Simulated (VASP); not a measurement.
Runs of VASP 6.6.1 on InSb. The structure is that of space group Pmmn (No. 59), or close to it. The cells are those of the table. 

```tsv
task	cell	gap on the mesh (eV)	pressure (GPa)	largest force (eV/Å)
electric field gradients	a = 5.357, b = 5.712, c = 3.002 Å, 4 atoms	none	20.0	(c)
electric field gradients	a = 5.248, b = 5.595, c = 3.000 Å, 4 atoms	none	(a)	0.95
single point	a = 5.462, b = 5.824, c = 3.123 Å, 4 atoms	none	11.5	0.60
electric field gradients	a = 5.357, b = 5.712, c = 3.155 Å, 4 atoms	none	(b)	0.82
electric field gradients	a = 5.250, b = 5.598, c = 3.063 Å, 4 atoms	none	23.7	1.00
single point	a = 5.357, b = 5.712, c = 3.124 Å, 4 atoms	none	16.0	0.80
single point	a = 5.392, b = 5.750, c = 3.083 Å, 4 atoms	none	15.5	0.70
```

Alike in all rows: level PBE; potentials or basis VASP PAW PBE potentials, release 64 (In_d, Sb); no spin polarisation; k mesh 6 × 6 × 11; cutoff (eV) 520; smearing fermi-dirac 0.08 eV.

Task: Estimate the missing entries.

Result: (a) 26.4; (b) 15.2; (c) 0.71.

Caveats: spin-orbit coupling is left out, which moves the levels of the heavy elements.

A k mesh can miss the band edges, and the runs leave out spin-orbit coupling on In, Sb.

A gap of «none» marks levels without a gap at the run's occupations.
